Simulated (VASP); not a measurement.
Wanted: the native input for a VASP 6.6.1 run.

```
Task                   : single point
Functional             : r2SCAN
Potentials or basis    : VASP PAW PBE potentials, release 64 (Si, C)
Cutoff                 : 520 eV
k mesh                 : 12 × 12 × 2
Occupations            : fermi-dirac, width 0.02 eV
Spin                   : no spin polarisation
Dipole correction      : no
Further INCAR settings : ALGO = Normal; EDIFF = 1e-06; NBANDS = 26
```

SiC:

```
Si C
1.0
     3.07756    0.00000    0.00000
    -1.53878    2.66524    0.00000
     0.00000    0.00000   10.07672
Si C
4 4
Cartesian
  0.0000 0.0000 -0.0014
  0.0000 1.7768 2.5183
  0.0000 0.0000 5.0369
  1.5388 0.8884 7.5566
  0.0000 0.0000 1.8872
  0.0000 1.7768 4.4131
  0.0000 0.0000 6.9256
  1.5388 0.8884 9.4514
```

These files were run (other wordings do the same):

POSCAR

```
SiC
1.0
    3.0775550333      0.0000000000      0.0000000000
   -1.5387775167      2.6652408404      0.0000000000
    0.0000000000      0.0000000000     10.0767227833
Si C
4 4
Direct
    0.0000000000      0.0000000000     -0.0001405665
    0.3333333333      0.6666666667      0.2499083816
    0.0000000000      0.0000000000      0.4998594335
    0.6666666667      0.3333333333      0.7499083816
    0.0000000000      0.0000000000      0.1872833959
    0.3333333333      0.6666666667      0.4379487892
    0.0000000000      0.0000000000      0.6872833959
    0.6666666667      0.3333333333      0.9379487892
```

INCAR.step1

```
ALGO     = Normal         # electronic algorithm
EDIFF    = 1E-4           # SCF threshold, eV
ENCUT    = 520            # plane-wave cutoff, eV
GGA      = PE             # functional
ISMEAR   = -1             # smearing method
LASPH    = T              # aspherical terms in the spheres
LCHARG   = F              # write CHGCAR
LREAL    = F              # projectors in reciprocal space
LWAVE    = T              # write WAVECAR
NBANDS   = 26             # bands
NELM     = 100            # most SCF steps
PREC     = Accurate       # precision mode
SIGMA    = 0.02           # smearing width, eV
```

INCAR.step2

```
ALGO     = Normal         # electronic algorithm
EDIFF    = 1E-6           # SCF threshold, eV
ENCUT    = 520            # plane-wave cutoff, eV
ISIF     = 2              # what is computed and relaxed
ISMEAR   = -1             # smearing method
ISTART   = 1            
LASPH    = T              # aspherical terms in the spheres
LCHARG   = F              # write CHGCAR
LMIXTAU  = T            
LREAL    = F              # projectors in reciprocal space
LWAVE    = F              # write WAVECAR
METAGGA  = R2SCAN         # meta-GGA
NBANDS   = 26             # bands
NELM     = 100            # most SCF steps
PREC     = Accurate       # precision mode
SIGMA    = 0.02           # smearing width, eV
```

KPOINTS

```
k-points
0
Gamma
  12 12 2
```

Potentials or basis: VASP PAW PBE potentials, release 64 (Si, C).

Command:

```sh
$ cat potpaw_PBE.64/Si/POTCAR potpaw_PBE.64/C/POTCAR > POTCAR
$ cp INCAR.step1 INCAR
$ mpirun -np 1 vasp_std > vasp.out
$ cp INCAR.step2 INCAR
$ mpirun -np 1 vasp_std > vasp.out
```

Results of the run:

```yaml
Pressure: -0.2 GPa
Band_gap_on_the_k_mesh: 2.61 eV, indirect (least direct gap 3.79 eV)
```

Caveat: the PAW data sets were made with another functional, which shifts forces and pressure a little.

It took 3.6 min on 1 thread of AMD EPYC 9R45 96-Core Processor (Zen 5), with other jobs on the host, peak memory 0.21 GiB.
